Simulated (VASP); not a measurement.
# TaCd (L11 type) (R-3m) in VASP: electric field gradients with LDA

Aim: the electric field gradients of TaCd (L11 type) with LDA.

All numbers are computed with VASP 6.6.1; they aren't measurements. Logs are shortened: lines on timing, memory, paths and dates and some standing lists are left out, and cuts for length are marked.

### Step 1. The cell of the first run

Symmetry: R-3m, No. 166, trigonal system. The conventional cell has a = 2.835 Å, b = 2.835 Å, c = 15.464 Å, α = 90.00°, β = 90.00°, γ = 120.00°. Within 3.7 Å of Cd (site symmetry -3m) lie 6 Cd at 2.84 Å and 6 Ta at 3.05 Å. Ta (site symmetry -3m) has 6 Ta at 2.84 Å and 6 Cd at 3.05 Å within 3.7 Å.

### Step 2. Electric field gradients, LDA (z stretched by +3 % at fixed volume)

Input file INCAR:

```
ALGO = Normal ; EDIFF = 1E-8
ENCUT = 470 ; GGA_COMPAT = False
ISIF = 2 ; ISMEAR = -1
LASPH = True ; LCHARG = False
LEFG = True ; LREAL = False
LWAVE = False ; NBANDS = 24
NELM = 120 ; PREC = Accurate
SIGMA = 0.03
```

Input file KPOINTS:

```
k-points
0
Gamma
  13 13 13
```

Input file POSCAR:

```
TaCd
1.0
    1.4175686074     -0.8184336170      5.1546810766
    0.0000000000      1.6368672342      5.1546810766
   -1.4175686074     -0.8184336170      5.1546810766
Cd Ta
1 1
Direct
    0.0000000000      0.0000000000      0.0000000000
    0.5000000000      0.5000000000      0.5000000000
```

Potentials or basis: VASP PAW LDA potentials, release 64 (Cd_sv_GW, Ta_sv_GW).

Started as:

```
cat potpaw_LDA.64/Cd_sv_GW/POTCAR potpaw_LDA.64/Ta_sv_GW/POTCAR > POTCAR
mpirun -np 1 vasp_std > vasp.out
```

OUTCAR:

```text
EDIFF = 1E-8
   ENCUT = 470
   ISIF = 2
   ISMEAR = -1
   LASPH = True
   LREAL = False
   NELM = 120
   PREC = Accurate

 ion  position               nearest neighbor table
   1  0.000  0.000  0.000-
   2  0.500  0.500  0.500-

  LATTYP: Found a trigonal (rhomboedric) cell.
 ALAT       =     5.4083335089
 COS(alpha) =     0.8625985740

  Lattice vectors:

 A1 = (   1.4175686074,  -0.8184336170,   5.1546810766)
 A2 = (   0.0000000000,   1.6368672342,   5.1546810766)
 A3 = (  -1.4175686074,  -0.8184336170,   5.1546810766)

Analysis of symmetry for initial positions (statically):
=====================================================================
 Subroutine PRICEL returns:
 Original cell was already a primitive cell.

 Routine SETGRP: Setting up the symmetry group for a
 trigonal (rhombohedral) supercell.

 Subroutine GETGRP returns: Found 12 space group operations
 (whereof 12 operations were pure point group operations)
 out of a pool of 12 trial point group operations.

The static configuration has the point symmetry D_3d.

Analysis of symmetry for dynamics (positions and initial velocities):
=====================================================================
 Subroutine PRICEL returns:
 Original cell was already a primitive cell.

 Routine SETGRP: Setting up the symmetry group for a
 trigonal (rhombohedral) supercell.

 Subroutine GETGRP returns: Found 12 space group operations
 (whereof 12 operations were pure point group operations)
 out of a pool of 12 trial point group operations.

The dynamic configuration has the point symmetry D_3d.

 Subroutine INISYM returns: Found 12 space group operations
 (whereof 12 operations are pure point group operations),
 and found     1 'primitive' translations

----------------------------------------------------------------------------------------

                                     Primitive cell

  volume of cell :      35.8823

  direct lattice vectors                    reciprocal lattice vectors
     1.417568607 -0.818433617  5.154681077     0.352716614 -0.203641032  0.064666141
     0.000000000  1.636867234  5.154681077     0.000000000  0.407282065  0.064666141
    -1.417568607 -0.818433617  5.154681077    -0.352716614 -0.203641032  0.064666141

  length of vectors
     5.408333509  5.408333509  5.408333509     0.412383790  0.412383790  0.412383790

  position of ions in fractional coordinates (direct lattice)
     0.000000000  0.000000000  0.000000000
     0.500000000  0.500000000  0.500000000

  ion indices of the primitive-cell ions
   primitive index   ion index
                 1           1
                 2           2

----------------------------------------------------------------------------------------

 KPOINTS: k-points

Automatic generation of k-mesh.
 Grid dimensions read from file:
 generate k-points for:   13   13   13

 Generating k-lattice:

  Cartesian coordinates                     Fractional coordinates (reciprocal lattice)
     0.027132047 -0.015664695  0.004974319     0.076923077  0.000000000  0.000000000
     0.000000000  0.031329390  0.004974319     0.000000000  0.076923077  0.000000000
    -0.027132047 -0.015664695  0.004974319     0.000000000  0.000000000  0.076923077

  Length of vectors
     0.031721830  0.031721830  0.031721830

  Shift w.r.t. Gamma in fractional coordinates (k-lattice)
     0.000000000  0.000000000  0.000000000

 Subroutine IBZKPT returns following result:
 ===========================================

 Found    231 irreducible k-points:

 Following reciprocal coordinates:
            Coordinates               Weight
  0.000000  0.000000  0.000000      1.000000
  0.076923 -0.000000 -0.000000      6.000000
  0.153846 -0.000000  0.000000      6.000000
  0.230769 -0.000000  0.000000      6.000000
  0.307692 -0.000000  0.000000      6.000000
  0.384615 -0.000000  0.000000      6.000000
[... 16 lines left out ...]
  0.384615  0.153846  0.000000     12.000000
  0.461538  0.153846  0.000000     12.000000
 [... further k-points ...]
   k-points           NKPTS =    231   k-points in BZ     NKDIM =    231   number of bands    NBANDS=     24
   number of dos      NEDOS =    301   number of ions     NIONS =      2
   total plane-waves  NPLWV =  64000
   dimension x,y,z NGX =    40 NGY =   40 NGZ =   40
   dimension x,y,z NGXF=    80 NGYF=   80 NGZF=   80
   ions per type =               1   1
   NGX,Y,Z   is equivalent  to a cutoff of  12.30, 12.30, 12.30 a.u.
   NGXF,Y,Z  is equivalent  to a cutoff of  24.59, 24.59, 24.59 a.u.
 SYSTEM =  unknown system
   PREC   = accura    normal or accurate (medium, high low for compatibility)
   ISTART =      0    job   : 0-new  1-cont  2-samecut
   ICHARG =      2    charge: 1-file 2-atom 10-const
   ISPIN  =      1    spin polarized calculation?
   LNONCOLLINEAR =      F non collinear calculations
   LSORBIT =      F    spin-orbit coupling
   LASPH  =      T    aspherical Exc in radial PAW
   ENCUT  =  470.0 eV  34.54 Ry    5.88 a.u.   9.56  9.56  9.56*2*pi/ulx,y,z
   NELM   =    120;   NELMIN=  2; NELMDL= -5     # of ELM steps
   EDIFF  = 0.1E-07   stopping-criterion for ELM
   LREAL  =      F    real-space projection
   EDIFFG = 0.1E-06   stopping-criterion for IOM
   NSW    =      0    number of steps for IOM
   IBRION =     -1    ionic relax: 0-MD 1-quasi-New 2-CG
   NFREE  =      0    steps in history (QN), initial steepest desc. (CG)
   ISIF   =      2    stress and relaxation
   ISYM   =      2    0-nonsym 1-usesym 2-fastsym
   POTIM  = 0.5000    time-step for ionic-motion
   TEBEG  =    0.0;   TEEND  =   0.0 temperature during run
   PSTRESS=    0.0 pullay stress
   NELECT =      33.0000    total number of electrons
   NUPDOWN=      -1.0000    fix difference up-down
   EMIN   =  10.00;   EMAX   =-10.00  energy-range for DOS
   EFERMI =   0.00;   METHOD = LEGACY
   ISMEAR =    -1;   SIGMA  =   0.03  broadening in eV -4-tet -1-fermi 0-gaus
   EFERMI_NEDOS =   21; number of points for ismear=-14 and -15
   IALGO  =     38    algorithm
   IMIX   =      4    mixing-type and parameters
     AMIX     =   0.40;   BMIX     =  1.00
     AMIX_MAG =   1.60;   BMIX_MAG =  1.00
  volume/ion in A,a.u.               =      17.94       121.07
  Fermi-wavevector in a.u.,A,eV,Ry     =   1.592035  3.008510 34.484993  2.534575
  Thomas-Fermi vector in A             =   2.690483
   LORBIT       =      0    0 simple, 1 ext, 2 COOP (PROOUT), +10 PAW based schemes
   GGA     = CA    functional components
   LHFCALC =     F    Hartree Fock is set to
   AEXX    =    0.0000 exact exchange contribution
   IVDW    =     0    specifies the selected vdW correction
   LEPSILON=     F    determine dielectric tensor
   LRPA    =     F    only Hartree local field effects (RPA)
 non-spin polarized calculation
  energy-cutoff  :      470.00
  volume of cell :       35.88
 maximum number of plane-waves:       847
   NGX = 19   NGY = 19   NGZ = 19

 number of electron      32.9999996 magnetization

 Free energy of the ion-electron system (eV)
  ---------------------------------------------------
  ext. energy  EPLUGINS =         0.00000000
  ---------------------------------------------------
  free energy    TOTEN  =       -16.21935005 eV

  energy without entropy =      -16.21455918  energy(sigma->0) =      -16.21695461

 E-fermi :   9.5546     XC(G=0): -13.0268

 val. band max:        9.5540684017   @ k =   0.1538   0.1538   0.0000
 cond. band min:       9.5556794559   @ k =  -0.3846  -0.4615   0.3077
 fundamental gap:      0.0016110542
 Fermi energy:         9.5545753923

 k-point     1 :       0.0000    0.0000    0.0000
  band No.  band energies     occupation
      1     -93.0778      2.00000
      2     -57.9132      2.00000
      3     -54.4315      2.00000
      4     -54.4315      2.00000
      5     -54.4047      2.00000
      6     -24.8909      2.00000
[... 16 lines left out ...]
     23      22.5287      0.00000
     24      25.4000      0.00000

 k-point     2 :       0.0769   -0.0000   -0.0000
  band No.  band energies     occupation
      1     -93.0776      2.00000
      2     -57.9067      2.00000
      3     -54.4382      2.00000
      4     -54.4334      2.00000
      5     -54.4043      2.00000
      6     -24.8800      2.00000
[... 16 lines left out ...]
     23      22.9373      0.00000
     24      24.5499      0.00000
[... 565 lines left out ...]
     23      19.5034      0.00000
     24      22.6464      0.00000

 k-point    24 :       0.4615    0.1538    0.0000
  band No.  band energies     occupation
      1     -93.0696      2.00000
      2     -57.8059      2.00000
      3     -54.5182      2.00000
      4     -54.4674      2.00000
      5     -54.3938      2.00000
      6     -24.9570      2.00000
[... 16 lines left out ...]
     23      19.0019      0.00000
     24      21.2118      0.00000

 [... further k-points ...]
[... 5 lines left out ...]
  --------------------------------------------------------------------------------------
  -------------------------------------------------------------------------------------
  Total        0.3858839      0.3858839     -1.6351197      0.0000000     -0.0000000      0.0000000
  in kB       17.2300521     17.2300521    -73.0095255      0.0000000     -0.0000000      0.0000000
  external PRESSURE =     -12.8498071 kB  Pullay stress =       0.0000000 kB

 VOLUME and BASIS-vectors are now :
 -----------------------------------------------------------------------------
  energy-cutoff  :      470.00
  volume of cell :       35.88
      direct lattice vectors                 reciprocal lattice vectors
     1.417568607 -0.818433617  5.154681077     0.352716614 -0.203641032  0.064666141
     0.000000000  1.636867234  5.154681077     0.000000000  0.407282065  0.064666141
    -1.417568607 -0.818433617  5.154681077    -0.352716614 -0.203641032  0.064666141

 POSITION                                       TOTAL-FORCE (eV/Angst)
 -----------------------------------------------------------------------------------
      0.00000      0.00000      0.00000         0.000000      0.000000      0.000000
      0.00000      0.00000      7.73202         0.000000     -0.000000     -0.000000
 -----------------------------------------------------------------------------------
    total drift:                               -0.000000      0.000000     -0.000000

  FREE ENERGIE OF THE ION-ELECTRON SYSTEM (eV)
  ---------------------------------------------------
  free  energy   TOTEN  =       -16.2193500497 eV

  energy  without entropy=      -16.2145591791  energy(sigma->0) =      -16.21695461

 Electric field gradients (V/A^2)
---------------------------------------------------------------------
 ion       V_xx      V_yy      V_zz      V_xy      V_xz      V_yz
---------------------------------------------------------------------
   1      56.630    56.630  -113.260    -0.000     0.000    -0.000
   2    -117.894  -117.894   235.787     0.000    -0.000    -0.000
---------------------------------------------------------------------

 Electric field gradients after diagonalization (V/A^2)
 (convention: |V_zz| > |V_xx| > |V_yy|)
----------------------------------------------------------------------
 ion       V_xx      V_yy      V_zz     asymmetry (V_yy - V_xx)/ V_zz
----------------------------------------------------------------------
   1      56.630    56.630  -113.260       0.000
   2    -117.894  -117.894   235.787       0.000
----------------------------------------------------------------------

           NMR quadrupolar parameters

 Cq : quadrupolar parameter    Cq=e*Q*V_zz/h
 eta: asymmetry parameters     (V_yy - V_xx)/ V_zz
 Q  : nuclear electric quadrupole moment in mb (millibarn)
----------------------------------------------------------------------
 ion       Cq(MHz)       eta       Q (mb)
----------------------------------------------------------------------
   1      -0.274       0.000       1.000
   2       0.570       0.000       1.000
----------------------------------------------------------------------
```

It took 5.6 min on 1 thread of AMD EPYC 9R45 (Zen 5), shared host; peak memory 0.35 GiB.

What came out:

| Quantity | Value |
| --- | --- |
| Free energy | -16.2194 eV |
| Pressure | -1.3 GPa |
| Band gap on the k mesh | zero (an odd number of electrons rules out a gap without spin polarisation) |
| Largest electric field gradient by atom | Cd -113.3; Ta +235.8 V/Å² |

Electric field gradients, principal values (V/Å²):
```tsv
atom	least	middle	greatest (by size)
1 Cd	56.630	56.630	-113.260
2 Ta	-117.894	-117.894	235.787
```

Caveat: the stress differs along the axes, from -7 to 2 GPa; without QUAD_EFG the Cq values of the log hold for a quadrupole moment of 1 mb, not for the nuclei; spin-orbit coupling is left out, which moves the levels of the heavy elements.
